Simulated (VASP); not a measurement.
## Yb: relaxation of cell and atoms with PBE+U

Crystal: Yb.

```xyz
2
Lattice="3.8817 0.0000 0.0000 -1.9409 3.3617 0.0000 0.0000 0.0000 6.3402" Properties=species:S:1:pos:R:3 pbc="T T T"
Yb    0.0000    2.2411    4.7551
Yb    1.9409    1.1206    1.5850
```

| Property | Result |
| --- | --- |
| Program | VASP 6.6.1 |
| Task | relaxation of cell and atoms |
| Functional | PBE |
| Potentials or basis | VASP PAW PBE potentials, release 64 (Yb) |
| Cutoff | 600 eV |
| k mesh | 6 × 6 × 4 |
| Occupations | gaussian, width 0.05 eV |
| Spin | no spin polarisation |
| Hubbard terms | Yb f U = 6.0 eV |
| Dipole correction | no |
| Further INCAR settings | ALGO = Normal; EDIFF = 1e-06; IBRION = 2; EDIFFG = -0.03; NSW = 80; ISIF = 3 |

* Relaxed volume: 41.00 Å³/atom
* Relaxed cell: a = 3.904 Å, b = 3.904 Å, c = 6.212 Å, α = 90.00°, β = 90.00°, γ = 120.00°
* Space group after relaxing (to 0.05 Å): P6_3/mmc (No. 194)
* Energy gained by relaxing: 3.0 meV/atom
* Ionic steps: 9
* Pressure after relaxing: 0.1 GPa
* Band gap on the k mesh: zero (band 24 reaches 1.32 eV, above the bottom of band 25 at 1.02 eV)

Stress tensor (GPa, compression positive):
```
 0.12  0.00  0.00
 0.00  0.12  0.00
 0.00  0.00 -0.03
```

Step by step:
```csv
step,energy change (eV),largest force (eV/Å),pressure (GPa),volume (Å³)
1,0.0000,0.0000,-0.11,82.73
2,-0.0035,0.0000,0.22,82.41
3,-0.0047,0.0000,0.14,82.25
4,-0.0060,0.0000,0.81,81.93
5,-0.0057,0.0000,-0.39,82.06
6,-0.0059,0.0000,1.61,81.98
7,-0.0058,0.0000,-0.08,82.02
8,-0.0058,0.0000,-0.02,82.01
9,-0.0059,0.0000,0.07,82.00
```

Final structure:
```cif
data_structure
_symmetry_space_group_name_H-M 'P 1'
_symmetry_Int_Tables_number 1
_cell_length_a 3.9041
_cell_length_b 3.9041
_cell_length_c 6.2122
_cell_angle_alpha 90.000
_cell_angle_beta 90.000
_cell_angle_gamma 120.000
_cell_volume 82.00
loop_
_atom_site_label
_atom_site_type_symbol
_atom_site_fract_x
_atom_site_fract_y
_atom_site_fract_z
_atom_site_occupancy
Yb1 Yb 0.33333 0.66667 0.75000 1
Yb2 Yb 0.66667 0.33333 0.25000 1
```

Levels at points of the mesh, in eV from the Fermi level:
```
           k point  band 21  band 22  band 23  band 24  band 25  band 26  band 27  band 28
(0.00, 0.00, 0.00)    -1.61    -1.58    -1.57    -1.51     0.23     2.87     2.87     3.08
(0.50, 0.00, 0.00)    -1.59    -1.59    -1.52    -0.78     0.10     0.28     1.73     2.46
(0.00, 0.00, 0.50)    -1.60    -1.60    -1.57    -1.57     1.72     1.72     2.83     2.83
(0.50, 0.00, 0.50)    -1.59    -1.59    -1.20    -1.20     0.32     0.32     1.71     1.71
```

Eigenvalues of the final occupation matrices:
```
    site  spin  trace                         eigenvalues
site 1 f     1   6.91  0.99 0.99 0.99 0.99 0.99 0.99 0.99
site 1 f     2   6.91  0.99 0.99 0.99 0.99 0.99 0.99 0.99
site 2 f     1   6.91  0.99 0.99 0.99 0.99 0.99 0.99 0.99
site 2 f     2   6.91  0.99 0.99 0.99 0.99 0.99 0.99 0.99
```

Run time: 5.8 min on 1 thread of AMD EPYC 9R45 96-Core Processor (Zen 5) (shared host), peak memory 0.23 GiB.

Caveat: spin-orbit coupling is left out, which moves the levels of the heavy elements; U without spin polarisation on a metal has little footing. Spin polarisation is off, so any magnetic state and its effect on volume and gap are missing.
